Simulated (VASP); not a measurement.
Wanted: the native input for a VASP 6.6.1 run.

| Item | Value |
| --- | --- |
| Task | relaxation of cell and atoms |
| Functional | PBE |
| Dispersion | D3(BJ) |
| Potentials or basis | VASP PAW PBE potentials, release 64 (Al) |
| Cutoff | 600 eV |
| k mesh | 7 × 7 × 10 |
| Occupations | fermi-dirac, width 0.05 eV |
| Spin | no spin polarisation |
| Dipole correction | no |
| Further INCAR settings | ALGO = Normal; EDIFF = 1e-07; IBRION = 2; EDIFFG = -0.01; NSW = 60; ISIF = 3 |

The structure of Al lies in POSCAR:

```
Al
1.0
    4.4916000000      0.0000000000      0.0000000000
   -2.2458000000      3.8898400000      0.0000000000
    0.0000000000      0.0000000000      2.7226000000
Al
2
Direct
    0.3333300000      0.6666700000      0.0000000000
    0.6666700000      0.3333300000      0.0000000000
```

These files were run (other wordings do the same):

INCAR

```
SYSTEM = Al
PREC     = Accurate       ! precision mode
ENCUT    = 600            ! plane-wave cutoff, eV
EDIFF    = 1E-7           ! SCF threshold, eV
ISMEAR   = -1             ! smearing method
SIGMA    = 0.05           ! smearing width, eV
LREAL    = .FALSE.        ! projectors in reciprocal space
LASPH    = .TRUE.         ! aspherical terms in the spheres
NELM     = 80             ! most SCF steps
ALGO     = Normal         ! electronic algorithm
ISIF     = 3              ! what is computed and relaxed
LWAVE    = .FALSE.        ! write WAVECAR
LCHARG   = .FALSE.        ! write CHGCAR
GGA      = PE             ! functional
IVDW     = 12             ! dispersion correction
IBRION   = 2              ! ionic algorithm
NSW      = 60             ! ionic steps
EDIFFG   = -0.01          ! ionic threshold
```

KPOINTS

```
regular mesh
0
G
  7 7 10
  0 0 0
```

Potentials or basis: VASP PAW PBE potentials, release 64 (Al).

Command:

```console
$ cat potpaw_PBE.64/Al/POTCAR > POTCAR
$ mpirun -np 1 vasp_std > vasp.out
```

Results of the run:

* Relaxed volume: 23.77 Å³/atom
* Relaxed cell: a = 4.498 Å, b = 4.498 Å, c = 2.713 Å, α = 90.00°, β = 90.00°, γ = 120.00°
* Space group after relaxing (to 0.05 Å): P6/mmm (No. 191)
* Energy gained by relaxing: 0.2 meV/atom
* Ionic steps: 3
* Pressure after relaxing: 0.0 GPa
* Band gap on the k mesh: zero (band 3 reaches 6.69 eV, above the bottom of band 4 at 3.19 eV)
* Dispersion energy per atom: -0.230 eV

Caveat: pairwise dispersion overbinds metals, which lowers pressure and volume.

Run time: 27 s on 1 thread of Intel(R) Xeon(R) 6975P-C (Granite Rapids) (shared host), peak memory 0.19 GiB.
